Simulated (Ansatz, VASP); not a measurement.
## Be2ZnSO3: VASP beside Ansatz

```
Be Zn S O
1.0
     2.64377   -3.34990   -0.02397
     2.64377    3.34990   -0.02397
    -1.36358    0.00000    5.53736
Be Zn S O
2 1 1 3
Direct
  0.41710 0.01131 0.54766
  0.01131 0.41710 0.54766
  0.66096 0.66096 0.88046
  0.78080 0.78080 0.28963
  0.72698 0.28830 0.67520
  0.28830 0.72698 0.67520
  0.11455 0.11455 0.38420
```

Alike in both runs: functional PBE; k mesh 6 × 6 × 4; occupations gaussian, width 0.02 eV; no spin polarisation.

Ansatz relaxed the structure, and its values are those at the end. VASP's run is a single point on that final structure, the one shown.

```csv
,VASP,Ansatz
version,VASP 6.6.1,Ansatz 0.2.0
potentials or method,"VASP PAW PBE potentials, release 64 (Be, Zn, S, O), cutoff 520 eV","scalar-relativistic, plane waves, PAW"
valence electrons in the cell,40,40
```

|  | VASP | Ansatz | Ansatz less VASP |
| --- | --- | --- | --- |
| gap on the k mesh at the Fermi level (eV) | 2.53 | 2.52 | -0.009 |
| least direct gap on the mesh (eV) | 2.73 | 2.72 | -0.011 |
| pressure (GPa) | 0.2 | 0.0 | -0.14 |
| rms of the force components (eV/Å) | 0.042 | 0.002 | -0.0401 |

With one functional, cell and mesh, what is left measures potentials, basis and numerics.
